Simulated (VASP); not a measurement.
## BiB: single point with r2SCAN+rVV10

The system is BiB.

```
B Bi
1.0
     4.22235    0.00000    0.00000
    -2.11117    3.65666    0.00000
     0.00000    0.00000    5.34796
B Bi
2 2
Direct
  0.33333 0.66667 0.25000
  0.66667 0.33333 0.75000
  0.66667 0.33333 0.25000
  0.33333 0.66667 0.75000
```

| Quantity | Value |
| --- | --- |
| Program | VASP 6.6.1 |
| Task | single point |
| Functional | r2SCAN |
| Dispersion | rVV10 |
| Potentials or basis | VASP PAW PBE potentials, release 64 (B, Bi_d) |
| Cutoff | 520 eV |
| k mesh | 6 × 6 × 4 |
| Occupations | fermi-dirac, width 0.03 eV |
| Spin | no spin polarisation |
| Dipole correction | no |
| Further INCAR settings | ALGO = Normal; EDIFF = 1e-07; NBANDS = 26 |

The pressure is 0.2 GPa. The band gap on the k mesh is zero (band 18 reaches 7.96 eV, above the bottom of band 19 at 5.47 eV).

Stress tensor (GPa, compression positive):
```
0.15 0.00 0.00
0.00 0.15 0.00
0.00 0.00 0.23
```

Levels at points of the mesh, in eV from the Fermi level:
```
           k point  band 16  band 17  band 18  band 19  band 20  band 21
(0.00, 0.00, 0.00)    -2.73     0.02     0.02     0.36     0.50     2.16
(0.50, 0.00, 0.00)    -4.29    -2.51    -1.39    -1.25     2.55     5.31
(0.00, 0.00, 0.50)    -1.56    -1.56    -1.56    -0.54    -0.54     3.29
(0.50, 0.00, 0.50)    -3.07    -0.24    -0.24     1.05     1.05     3.15
```

Wall time 3.7 min on 1 thread of Intel(R) Xeon(R) Platinum 8259CL CPU @ 2.50GHz (Skylake/Cascade Lake), with other jobs on the host, peak memory 0.38 GiB.

Caveat: the PAW data sets were made with another functional, which shifts forces and pressure a little; spin-orbit coupling is left out, which moves the levels of the heavy elements.
